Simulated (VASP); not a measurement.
# PH12C6SN3 (R3m) in VASP: notebook

The runs below take PH12C6SN3 through single point, with PBE+D3(BJ).

Program: VASP 6.6.1. These are calculated values, not measurements. Logs are shortened: lines on timing, memory, paths and dates and some standing lists are left out, and cuts for length are marked.

### 1 The cell of the first run

It takes space group R3m (No. 160, trigonal). The conventional cell has a = 9.287 Å, b = 9.287 Å, c = 8.191 Å, α = 90.00°, β = 90.00°, γ = 120.00°. H (site symmetry 1) has 1 C at 1.10 Å within 1.5 Å. H (site symmetry m) has 1 C at 1.10 Å within 1.5 Å. Within 1.5 Å of H (site symmetry m) lie 1 C at 1.10 Å. Within 2.5 Å of P (site symmetry 3m) lie 3 C at 1.85 Å and 1 S at 1.97 Å and 6 H at 2.43 Å. C (site symmetry m) has 2 H at 1.10 Å and 1 N at 1.47 Å within 1.5 Å. C (site symmetry m) has 2 H at 1.10 Å and 2 N at 1.47 Å within 1.5 Å. Within 2.6 Å of S (site symmetry 3m) lie 1 P at 1.97 Å. N (site symmetry m) has 3 C at 1.47 Å within 2.0 Å.

### 2 Single point, PBE+D3(BJ)

The input, INCAR:

```
SYSTEM = PH12C6SN3
PREC = Accurate ; ENCUT = 520
EDIFF = 1E-6 ; ISMEAR = 0
SIGMA = 0.02 ; LREAL = Auto
LASPH = .TRUE. ; NELM = 80
ALGO = Normal ; ISIF = 2
LWAVE = .FALSE. ; LCHARG = .TRUE.
GGA = PE ; IVDW = 12
LELF = .TRUE. ; LVHAR = .TRUE.
NBANDS = 48
```

The input, KPOINTS:

```
regular mesh
0
G
  6 6 6
  0 0 0
```

The input, POSCAR:

```
PH12C6SN3
1.0
    4.6434704449      2.6809089113      2.7301767140
   -4.6434704449      2.6809089113      2.7301767140
    0.0000000000     -5.3618178227      2.7301767139
H P C S N
12 1 6 1 3
Direct
    0.1695391237      0.9774961392      0.6647345118
    0.6647345118      0.1695391237      0.9774961392
    0.9774961392      0.6647345118      0.1695391237
    0.9774961392      0.1695391237      0.6647345118
    0.1695391237      0.6647345118      0.9774961392
    0.6647345118      0.9774961392      0.1695391237
    1.0131366699      0.5621089800      0.5621089800
    0.5621089800      1.0131366699      0.5621089800
    0.5621089800      0.5621089800      1.0131366699
    0.7071097711      0.4475025707      0.4475025707
    0.4475025707      0.7071097711      0.4475025707
    0.4475025707      0.4475025707      0.7071097711
    0.0059360186      0.0059360186      0.0059360186
    1.0014448798      1.0014448798      0.6975862607
    0.6975862607      1.0014448798      1.0014448798
    1.0014448798      0.6975862607      1.0014448798
    0.8399709724      0.5824524327      0.5824524327
    0.5824524327      0.8399709724      0.5824524327
    0.5824524327      0.5824524327      0.8399709724
    0.2462714999      0.2462714999      0.2462714999
    0.8108928962      0.8108928962      0.5448457392
    0.5448457392      0.8108928962      0.8108928962
    0.8108928962      0.5448457392      0.8108928962
```

Potentials or basis: VASP PAW PBE potentials, release 64 (H, P, C, S, N).

On the command line:

```sh
cat potpaw_PBE.64/H/POTCAR potpaw_PBE.64/P/POTCAR potpaw_PBE.64/C/POTCAR potpaw_PBE.64/S/POTCAR potpaw_PBE.64/N/POTCAR > POTCAR
mpirun -np 1 vasp_std > vasp.out
```

OUTCAR:

```text
SYSTEM = PH12C6SN3
   PREC = Accurate
   ENCUT = 520
   EDIFF = 1E-6
   ISMEAR = 0
   LREAL = Auto
   LASPH = .TRUE.
   NELM = 80
   ISIF = 2
   GGA = PE
   IVDW = 12
 IVDW          = 12

 ion  position               nearest neighbor table
   1  0.170  0.977  0.665-  14 1.10
   2  0.665  0.170  0.977-  15 1.10
   3  0.977  0.665  0.170-  16 1.10
   4  0.977  0.170  0.665-  14 1.10
   5  0.170  0.665  0.977-  16 1.10
   6  0.665  0.977  0.170-  15 1.10
   7  0.013  0.562  0.562-  17 1.10
   8  0.562  0.013  0.562-  18 1.10
   9  0.562  0.562  0.013-  19 1.10
  10  0.707  0.448  0.448-  17 1.10
  11  0.448  0.707  0.448-  18 1.10
  12  0.448  0.448  0.707-  19 1.10
  13  0.006  0.006  0.006-  14 1.85  15 1.85  16 1.85  20 1.97
  14  0.001  0.001  0.698-   1 1.10   4 1.10  21 1.47  13 1.85
  15  0.698  0.001  0.001-   6 1.10   2 1.10  22 1.47  13 1.85
  16  0.001  0.698  0.001-   3 1.10   5 1.10  23 1.47  13 1.85
  17  0.840  0.582  0.582-   7 1.10  10 1.10  23 1.47  21 1.47
  18  0.582  0.840  0.582-   8 1.10  11 1.10  22 1.47  21 1.47
  19  0.582  0.582  0.840-   9 1.10  12 1.10  22 1.47  23 1.47
  20  0.246  0.246  0.246-  13 1.97
  21  0.811  0.811  0.545-  14 1.47  17 1.47  18 1.47
  22  0.545  0.811  0.811-  15 1.47  18 1.47  19 1.47
  23  0.811  0.545  0.811-  16 1.47  17 1.47  19 1.47

  LATTYP: Found a trigonal (rhomboedric) cell.
 ALAT       =     6.0168891674
 COS(alpha) =    -0.1911634076

  Lattice vectors:

 A1 = (   4.6434704449,   2.6809089113,   2.7301767140)
 A2 = (  -4.6434704449,   2.6809089113,   2.7301767140)
 A3 = (   0.0000000000,  -5.3618178227,   2.7301767139)

Analysis of symmetry for initial positions (statically):
=====================================================================
 Subroutine PRICEL returns:
 Original cell was already a primitive cell.

 Routine SETGRP: Setting up the symmetry group for a
 trigonal (rhombohedral) supercell.

 Subroutine GETGRP returns: Found  6 space group operations
 (whereof  6 operations were pure point group operations)
 out of a pool of 12 trial point group operations.

The static configuration has the point symmetry C_3v.

Analysis of symmetry for dynamics (positions and initial velocities):
=====================================================================
 Subroutine PRICEL returns:
 Original cell was already a primitive cell.

[... 153 lines left out ...]
   IBRION =     -1    ionic relax: 0-MD 1-quasi-New 2-CG
   NFREE  =      0    steps in history (QN), initial steepest desc. (CG)
   ISIF   =      2    stress and relaxation
   ISYM   =      2    0-nonsym 1-usesym 2-fastsym
   POTIM  = 0.5000    time-step for ionic-motion
   TEBEG  =    0.0;   TEEND  =   0.0 temperature during run
   PSTRESS=    0.0 pullay stress
   NELECT =      62.0000    total number of electrons
   NUPDOWN=      -1.0000    fix difference up-down
   EMIN   =  10.00;   EMAX   =-10.00  energy-range for DOS
   EFERMI =   0.00;   METHOD = LEGACY
   ISMEAR =     0;   SIGMA  =   0.02  broadening in eV -4-tet -1-fermi 0-gaus
   EFERMI_NEDOS =   21; number of points for ismear=-14 and -15
   IALGO  =     38    algorithm
   IMIX   =      4    mixing-type and parameters
     AMIX     =   0.40;   BMIX     =  1.00
     AMIX_MAG =   1.60;   BMIX_MAG =  1.00
  volume/ion in A,a.u.               =       8.87        59.83
  Fermi-wavevector in a.u.,A,eV,Ry     =   1.100820  2.080249 16.487616  1.211806
  Thomas-Fermi vector in A             =   2.237238
   LORBIT       =      0    0 simple, 1 ext, 2 COOP (PROOUT), +10 PAW based schemes
   GGA     = PE    functional components
   LHFCALC =     F    Hartree Fock is set to
   AEXX    =    0.0000 exact exchange contribution
   IVDW    =    12    specifies the selected vdW correction
   LEPSILON=     F    determine dielectric tensor
   LRPA    =     F    only Hartree local field effects (RPA)
 non-spin polarized calculation
 Gauss-broadening in eV      SIGMA  =   0.02
  energy-cutoff  :      520.00
  volume of cell :      203.92
 maximum number of plane-waves:      5524
 NGX is ok and might be reduce to    48
   NGX = 23   NGY = 23   NGZ = 23

 number of electron      61.9999993 magnetization

 Free energy of the ion-electron system (eV)
  ---------------------------------------------------
  ext. energy  EPLUGINS =         0.00000000
  ---------------------------------------------------
  free energy    TOTEN  =      -132.02407162 eV

  energy without entropy =     -132.02407162  energy(sigma->0) =     -132.02407162

 E-fermi :   1.5610     XC(G=0):  -8.5408

 val. band max:        1.4327847700   @ k =   0.5000   0.5000   0.5000
 cond. band min:       5.6187856670   @ k =   0.5000   0.5000   0.0000
 fundamental gap:      4.1860008969
 Fermi energy:         1.5610263559

 k-point     1 :       0.0000    0.0000    0.0000
  band No.  band energies     occupation
      1     -18.9821      2.00000
      2     -16.4868      2.00000
      3     -16.4868      2.00000
      4     -13.6219      2.00000
      5     -11.5050      2.00000
      6     -11.5050      2.00000
[... 1093 lines left out ...]
     42       8.7915      0.00000
     43       9.1461      0.00000

 [... further k-points ...]

 [bands above 43 left out]

------------------------ aborting loop because EDIFF is reached ----------------------------------------

 Edisp (eV)   -1.95494

 E8    (eV) :    -0.5190

  FORCE on cell =-STRESS in cart. coord.  units (eV):
  Direction    XX          YY          ZZ          XY          YZ          ZX
  --------------------------------------------------------------------------------------
  -------------------------------------------------------------------------------------
  Total      -0.06756    -0.06756    -0.20911     0.00000     0.00000    -0.00000
  in kB      -0.53084    -0.53084    -1.64290     0.00000     0.00000    -0.00000
  external pressure =       -0.90 kB  Pullay stress =        0.00 kB

 VOLUME and BASIS-vectors are now :
 -----------------------------------------------------------------------------
  energy-cutoff  :      520.00
  volume of cell :      203.92
      direct lattice vectors                 reciprocal lattice vectors
     4.643470445  2.680908911  2.730176714     0.107678084  0.062167971  0.122092219
    -4.643470445  2.680908911  2.730176714    -0.107678084  0.062167971  0.122092219
     0.000000000 -5.361817823  2.730176714     0.000000000 -0.124335941  0.122092219

 POSITION                                       TOTAL-FORCE (eV/Angst)
 -----------------------------------------------------------------------------------
     -3.75172     -0.48909      4.94645         0.017393      0.009272      0.006172
      2.29943     -3.00454      4.94645        -0.016726      0.010427      0.006172
      1.45230      3.49363      4.94645        -0.000667     -0.019699      0.006172
      3.75172     -0.48909      4.94645        -0.017393      0.009272      0.006172
     -2.29943     -3.00454      4.94645         0.016726      0.010427      0.006172
     -1.45230      3.49363      4.94645         0.000667     -0.019699      0.006172
[... 15 lines left out ...]
     -1.23538     -0.71325      5.91529        -0.008482     -0.004897     -0.009116
      1.23538     -0.71325      5.91529         0.008482     -0.004897     -0.009116
 -----------------------------------------------------------------------------------
    total drift:                                0.000000      0.000000      0.036517

  FREE ENERGIE OF THE ION-ELECTRON SYSTEM (eV)
  ---------------------------------------------------
  free  energy   TOTEN  =      -133.9790139418 eV

  energy  without entropy=     -133.9790139418  energy(sigma->0) =     -133.97901394
```

OSZICAR:

```text
N       E                     dE             d eps       ncg     rms          rms(c)
DAV:   1     0.263610604839E+03    0.26361E+03   -0.28621E+04  3072   0.114E+03
DAV:   2    -0.112681480388E+03   -0.37629E+03   -0.35913E+03  3960   0.243E+02
DAV:   3    -0.140591313505E+03   -0.27910E+02   -0.27720E+02  3888   0.683E+01
DAV:   4    -0.141116863208E+03   -0.52555E+00   -0.52459E+00  4208   0.104E+01
DAV:   5    -0.141126731487E+03   -0.98683E-02   -0.98646E-02  4144   0.135E+00    0.215E+01
DAV:   6    -0.133322742100E+03    0.78040E+01   -0.10986E+01  4032   0.137E+01    0.126E+01
DAV:   7    -0.132103066025E+03    0.12197E+01   -0.39330E+00  3960   0.814E+00    0.471E+00
DAV:   8    -0.132017392050E+03    0.85674E-01   -0.37045E-01  3960   0.317E+00    0.134E+00
DAV:   9    -0.132019870888E+03   -0.24788E-02   -0.81612E-02  3800   0.142E+00    0.425E-01
DAV:  10    -0.132022988806E+03   -0.31179E-02   -0.86868E-03  3816   0.406E-01    0.224E-01
DAV:  11    -0.132023630128E+03   -0.64132E-03   -0.73503E-04  3888   0.142E-01    0.120E-01
DAV:  12    -0.132024017421E+03   -0.38729E-03   -0.48826E-04  3624   0.993E-02    0.359E-02
DAV:  13    -0.132024067743E+03   -0.50322E-04   -0.65257E-05  3992   0.391E-02    0.138E-02
DAV:  14    -0.132024069970E+03   -0.22267E-05   -0.80405E-06  3992   0.133E-02    0.605E-03
DAV:  15    -0.132024071574E+03   -0.16037E-05   -0.25835E-06  3216   0.792E-03    0.194E-03
DAV:  16    -0.132024071622E+03   -0.47760E-07   -0.21966E-07  2792   0.270E-03
   1 F= -.13397901E+03 E0= -.13397901E+03  d E =-.145585E-21
```

stdout:

```text
POSCAR found type information on POSCAR H P C S N
 POSCAR found :  5 types and      23 ions
 scaLAPACK will be used
 LDA part: xc-table for (Slater+PW92), standard interpolation
 POSCAR, INCAR and KPOINTS ok, starting setup
 FFT: planning ... GRIDC
 FFT: planning ... GRID_SOFT
 FFT: planning ... GRID
 WAVECAR not read
 entering main loop
```

Wall time 20 min (1 thread of Intel Xeon 8259CL, shared host); peak memory 0.45 GiB.

What came out:

| Quantity | Value |
| --- | --- |
| Free energy | -133.9790 eV |
| Pressure | -0.1 GPa |
| Largest force | 0.126 eV/Å |
| Band gap on the k mesh | 4.19 eV (least direct gap 4.40 eV) |
| Dispersion energy per atom | -0.085 eV |

Forces on the atoms (eV/Å):
```
H    0.017  0.009  0.006
H   -0.017  0.010  0.006
H   -0.001 -0.020  0.006
H   -0.017  0.009  0.006
H    0.017  0.010  0.006
H    0.001 -0.020  0.006
H    0.016  0.009  0.003
H   -0.016  0.009  0.003
H    0.000 -0.019  0.003
H    0.003  0.002 -0.022
H   -0.003  0.002 -0.022
H    0.000 -0.003 -0.022
P    0.000  0.000  0.107
C    0.000 -0.015  0.044
C    0.013  0.007  0.044
C   -0.013  0.007  0.044
C    0.036  0.021 -0.022
C   -0.036  0.021 -0.022
C    0.000 -0.041 -0.022
S    0.000  0.000 -0.126
N    0.000  0.010 -0.009
N   -0.008 -0.005 -0.009
N    0.008 -0.005 -0.009
```

### 3 Single point, PBE+D3(BJ)

This run uses another cell than the first one, of 8.92 Å³/atom.

The input, INCAR:

```
SYSTEM = PH12C6SN3
  PREC = Accurate
  ENCUT = 520
  EDIFF = 1E-7
  ISMEAR = 0
  SIGMA = 0.1
  LREAL = Auto
  LASPH = .True.
  NELM = 100
  ALGO = Normal
  ISIF = 2
  LWAVE = .False.
  LCHARG = .False.
  GGA = PE
  IVDW = 12
  NBANDS = 48
```

The input, KPOINTS:

```
regular mesh
0
Gamma
  6 6 6
  0 0 0
```

The input, POSCAR:

```
PH12C6SN3
1.0
    4.6540168394      2.6869978750      2.7332780629
   -4.6540168394      2.6869978750      2.7332780629
    0.0000000000     -5.3739957501      2.7332780628
H P C S N
12 1 6 1 3
Direct
    0.1689011909      0.9772980109      0.6650390434
    0.6650390434      0.1689011909      0.9772980109
    0.9772980109      0.6650390434      0.1689011909
    0.9772980109      0.1689011909      0.6650390434
    0.1689011909      0.6650390434      0.9772980109
    0.6650390434      0.9772980109      0.1689011909
    1.0121146566      0.5621225228      0.5621225228
    0.5621225228      1.0121146566      0.5621225228
    0.5621225228      0.5621225228      1.0121146566
    0.7064498726      0.4484693012      0.4484693012
    0.4484693012      0.7064498726      0.4484693012
    0.4484693012      0.4484693012      0.7064498726
    0.0059373282      0.0059373282      0.0059373282
    1.0011813239      1.0011813239      0.6981140395
    0.6981140395      1.0011813239      1.0011813239
    1.0011813239      0.6981140395      1.0011813239
    0.8395833140      0.5828163194      0.5828163194
    0.5828163194      0.8395833140      0.5828163194
    0.5828163194      0.5828163194      0.8395833140
    0.2459861596      0.2459861596      0.2459861596
    0.8109355184      0.8109355184      0.5454881675
    0.5454881675      0.8109355184      0.8109355184
    0.8109355184      0.5454881675      0.8109355184
```

Potentials or basis: VASP PAW PBE potentials, release 64 (H, P, C, S, N).

On the command line:

```sh
cat potpaw_PBE.64/H/POTCAR potpaw_PBE.64/P/POTCAR potpaw_PBE.64/C/POTCAR potpaw_PBE.64/S/POTCAR potpaw_PBE.64/N/POTCAR > POTCAR
mpirun -np 1 vasp_std > vasp.out
```

Wall time 20 min (1 thread of Intel Xeon 8259CL, shared host); peak memory 0.45 GiB.

Results (log left out):

```
Free energy                : -133.9782 eV
Pressure                   : -0.1 GPa
Largest force              : 0.123 eV/Å
Band gap on the k mesh     : 4.18 eV (least direct gap 4.40 eV)
Dispersion energy per atom : -0.084 eV
```

Forces on the atoms (eV/Å):
```
H    0.009 -0.002  0.010
H   -0.003  0.009  0.010
H   -0.006 -0.007  0.010
H   -0.009 -0.002  0.010
H    0.003  0.009  0.010
H    0.006 -0.007  0.010
H    0.025  0.014  0.007
H   -0.025  0.014  0.007
H    0.000 -0.029  0.007
H    0.011  0.006 -0.062
H   -0.011  0.006 -0.062
H    0.000 -0.013 -0.062
P    0.000  0.000  0.101
C    0.000  0.019  0.046
C   -0.017 -0.010  0.046
C    0.017 -0.010  0.046
C    0.038  0.022  0.024
C   -0.038  0.022  0.024
C    0.000 -0.044  0.024
S    0.000  0.000 -0.123
N    0.000 -0.001 -0.026
N    0.001  0.000 -0.026
N   -0.001  0.000 -0.026
```

Levels at points of the mesh, in eV from the valence-band top:
```csv
k point,band 27,band 28,band 29,band 30,band 31,band 32,band 33,band 34,band 35,band 36
"(0.00, 0.00, 0.00)",-1.98,-1.43,-1.43,-0.23,-0.23,4.28,4.71,4.83,4.83,5.59
"(0.50, 0.00, 0.00)",-2.52,-1.43,-1.30,-0.35,-0.24,4.38,4.89,4.92,5.46,5.59
"(0.50, 0.50, 0.00)",-1.95,-1.44,-1.29,-0.23,-0.21,4.19,4.48,4.77,4.92,5.82
"(0.50, 0.50, 0.50)",-2.56,-1.49,-1.49,0.00,0.00,4.51,4.79,5.18,5.18,5.87
```
